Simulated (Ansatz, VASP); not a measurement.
## LiH in VASP and in Ansatz

INCAR

```
SYSTEM = LiH
PREC = Accurate
ENCUT = 520
EDIFF = 1E-6
ISMEAR = 0
SIGMA = 0.05
LREAL = .False.
LASPH = .True.
NELM = 60
ALGO = Normal
ISIF = 2
LWAVE = .False.
LCHARG = .False.
GGA = PE
NBANDS = 9
```

Contents of KPOINTS:

```
regular mesh
0
Gamma
  8 8 8
  0 0 0
```

File POSCAR:

```
LiH
1.0
    0.0000000000      2.0046365219      2.0046365219
    2.0046365219      0.0000000000      2.0046365219
    2.0046365219      2.0046365219      0.0000000000
Li H
1 1
Direct
    0.0000000000      0.0000000000      0.0000000000
    0.5000000000      0.5000000000      0.5000000000
```

Input for Ansatz:

```yaml
crystal:
  lattice:
    - [0.0, 2.0046365219, 2.0046365219]
    - [2.0046365219, 0.0, 2.0046365219]
    - [2.0046365219, 2.0046365219, 0.0]
  atoms:
    - { symbol: Li, position: [0.0, 0.0, 0.0] }
    - { symbol: H, position: [0.5, 0.5, 0.5] }
basis:
  ecutwfc: 420
  ecutrho_ratio: 4
kpoints:
  mp_grid: { grid: [8, 8, 8] }
hamiltonian:
  xc: pbe
scf:
  occupations: { method: gaussian, width: 0.05 }
output:
  forces: true
  stress: true
  eigenvalues: true
```

Alike in both runs: task single point; functional PBE; k mesh 8 × 8 × 8; occupations gaussian, width 0.05 eV; no spin polarisation.

|  | VASP | Ansatz |
| --- | --- | --- |
| version | VASP 6.6.1 | Ansatz 0.2.0 |
| potentials or method | VASP PAW PBE potentials, release 64 (Li_sv, H), cutoff 520 eV | scalar-relativistic, plane waves, PAW |
| valence electrons in the cell | 4 | 4 |

VASP gave:

- gap on the k mesh at the Fermi level (eV): 2.98
- least direct gap on the mesh (eV): 2.98

Which values does Ansatz return?

gap on the k mesh at the Fermi level (eV): 2.99; least direct gap on the mesh (eV): 2.99.

Noted on VASP's run: the cutoff is under 1.25 times that of the potentials, so the pressure is a little rough.
